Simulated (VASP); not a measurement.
Set up this calculation in VASP 6.6.1, as the native input.

```yaml
Task: relaxation of cell and atoms
Functional: PBEsol
Potentials_or_basis: VASP PAW PBE potentials, release 64 (Ni)
Cutoff: 600 eV
k_mesh: 18 × 18 × 18
Occupations: fermi-dirac, width 0.05 eV
Spin: collinear spin, ferromagnetic start
Starting_moments: "[1.0] μB"
Target_pressure: 29 GPa
Dipole_correction: no
Further_INCAR_settings: ALGO = Normal; EDIFF = 1e-06; IBRION = 2; EDIFFG = -0.005; NSW = 32; ISIF = 3
```

The structure of Ni lies in POSCAR:

```
Ni
1.0
    2.1931923202      0.0000000000      0.0000000000
    0.0000000000      2.1931923202      0.0000000000
    0.0000000000      0.0000000000      2.1931923202
Ni
1
Direct
    0.0000000000      0.0000000000      0.0000000000
```

This isn't the form of Ni at room conditions, which is fcc.

One way to write it, as run:

INCAR

```
SYSTEM = Ni
PREC     = Accurate       ! precision mode
ENCUT    = 600            ! plane-wave cutoff, eV
EDIFF    = 1E-6           ! SCF threshold, eV
ISMEAR   = -1             ! smearing method
SIGMA    = 0.05           ! smearing width, eV
LREAL    = .False.        ! projectors in reciprocal space
LASPH    = .True.         ! aspherical terms in the spheres
NELM     = 150            ! most SCF steps
ALGO     = Normal         ! electronic algorithm
ISIF     = 3              ! what is computed and relaxed
LWAVE    = .False.        ! write WAVECAR
LCHARG   = .False.        ! write CHGCAR
ISPIN    = 2              ! spin polarisation
MAGMOM   = 1              ! initial moments
LORBIT   = 11             ! projections on sites
LMAXMIX  = 4              ! l up to which the mixer works
GGA      = PS             ! functional
IBRION   = 2              ! ionic algorithm
NSW      = 32             ! ionic steps
EDIFFG   = -0.005         ! ionic threshold
PSTRESS  = 290.0
```

KPOINTS

```
regular mesh
0
Gamma
  18 18 18
  0 0 0
```

Potentials or basis: VASP PAW PBE potentials, release 64 (Ni).

Run with:

```console
$ cat potpaw_PBE.64/Ni/POTCAR > POTCAR
$ mpirun -np 1 vasp_std > vasp.out
```

Results of the run:

| Quantity | Value |
| --- | --- |
| Relaxed volume | 10.53 Å³/atom |
| Relaxed cell | a = 2.192 Å, b = 2.192 Å, c = 2.192 Å, α = 90.00°, β = 90.00°, γ = 90.00° |
| Space group after relaxing (to 0.1 Å) | Pm-3m (No. 221) |
| Energy change on relaxing (the run minimises the enthalpy) | +3.7 meV/atom |
| Ionic steps | 3 |
| Pressure after relaxing | 29.0 GPa |
| Net moment | 0.40 μB per cell |
| Site moments | Ni +0.39 μB |
| Valence electrons inside the program's atomic spheres | Ni 9.57 |

Caveat: the cell is relaxed towards a set pressure, so the run minimises the enthalpy, not the energy; the PAW data sets were made with another functional, which shifts forces and pressure a little.

Wall time 70 s on 1 thread of Intel Xeon 8259CL, on a shared host, peak memory 0.17 GiB.
